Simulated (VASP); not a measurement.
BaTiO3: single point with r2SCAN+U

The system is BaTiO3.

```
Ba Ti O
1.0
     4.07510    0.00000    0.00000
     0.00000    5.79842    0.00000
     0.00000    0.00000    5.62760
Ba Ti O
2 2 6
Cartesian
  0.0000 2.8992 2.8202
  0.0000 0.0000 0.0064
  2.0376 2.8992 0.0580
  2.0376 0.0000 2.8718
  2.0376 4.3275 1.3422
  2.0376 1.4709 1.3422
  0.0000 2.8992 5.5794
  2.0376 1.4283 4.1560
  2.0376 4.3701 4.1560
  0.0000 0.0000 2.7656
```

This cell differs from its parent crystal: biaxial strain in the a-b plane: +2.0 %.

- Program: VASP 6.6.1
- Task: single point
- Functional: r2SCAN
- Potentials or basis: VASP PAW PBE potentials, release 64 (Ba_sv, Ti_sv, O)
- Cutoff: 520 eV
- k mesh: 6 × 4 × 4
- Occupations: gaussian, width 0.02 eV
- Spin: no spin polarisation
- Hubbard terms: Ti d U = 4.0 eV
- Dipole correction: no
- Further INCAR settings: ALGO = Normal; EDIFF = 1e-06; NBANDS = 51

The pressure is -1.1 GPa, the largest force is 0.442 eV/Å and the band gap on the k mesh is 2.70 eV.

Forces on the atoms (eV/Å):
```
Ba   0.000  0.000 -0.024
Ba   0.000  0.000 -0.024
Ti   0.000  0.000 -0.442
Ti   0.000  0.000 -0.442
O    0.000  0.157  0.197
O    0.000 -0.157  0.197
O    0.000  0.000  0.073
O    0.000  0.157  0.197
O    0.000 -0.157  0.197
O    0.000  0.000  0.073
```

Stress tensor (GPa, compression positive):
```
-3.22  0.00  0.00
 0.00 -3.85  0.00
 0.00  0.00  3.89
```

Levels at points of the mesh, in eV from the valence-band top:
| k point | band 36 | band 37 | band 38 | band 39 | band 40 | band 41 | band 42 | band 43 | band 44 | band 45 |
| --- | --- | --- | --- | --- | --- | --- | --- | --- | --- | --- |
| (0.00, 0.00, 0.00) | -0.81 | -0.41 | -0.36 | -0.29 | -0.12 | 2.70 | 2.78 | 2.83 | 4.14 | 4.23 |
| (0.50, 0.00, 0.00) | -1.09 | -0.84 | -0.05 | -0.05 | 0.00 | 2.98 | 4.12 | 4.21 | 4.23 | 4.80 |
| (0.00, 0.50, 0.00) | -1.07 | -0.96 | -0.96 | -0.46 | -0.46 | 3.53 | 3.53 | 3.62 | 3.62 | 3.86 |
| (0.50, 0.50, 0.00) | -0.80 | -0.61 | -0.61 | -0.49 | -0.49 | 3.99 | 3.99 | 4.35 | 4.35 | 4.49 |
| (0.00, 0.00, 0.50) | -1.01 | -1.01 | -1.01 | -0.66 | -0.66 | 3.51 | 3.51 | 3.69 | 3.69 | 3.84 |
| (0.50, 0.00, 0.50) | -1.06 | -0.70 | -0.70 | -0.44 | -0.44 | 4.07 | 4.07 | 4.36 | 4.36 | 4.47 |
| (0.00, 0.50, 0.50) | -1.71 | -0.89 | -0.89 | -0.86 | -0.86 | 2.90 | 2.90 | 4.13 | 4.13 | 4.27 |
| (0.50, 0.50, 0.50) | -1.00 | -0.99 | -0.99 | -0.11 | -0.11 | 4.19 | 4.19 | 4.28 | 4.28 | 4.67 |

Eigenvalues of the final occupation matrices:
```
    site  spin  trace               eigenvalues
site 3 d     1   0.75  0.09 0.10 0.10 0.22 0.24
site 3 d     2   0.75  0.09 0.10 0.10 0.22 0.24
site 4 d     1   0.75  0.09 0.10 0.10 0.22 0.24
site 4 d     2   0.75  0.09 0.10 0.10 0.22 0.24
```

Wall time 8.6 min on 1 thread of Intel(R) Xeon(R) 6975P-C (Granite Rapids), with other jobs on the host, peak memory 0.38 GiB.

Caveat: the cell differs from its parent crystal (biaxial strain in the a-b plane: +2.0 %); the stress differs along the axes, from -4 to 4 GPa; the PAW data sets were made with another functional, which shifts forces and pressure a little; spin-orbit coupling is left out, which moves the levels of the heavy elements. A k mesh can miss the band edges.
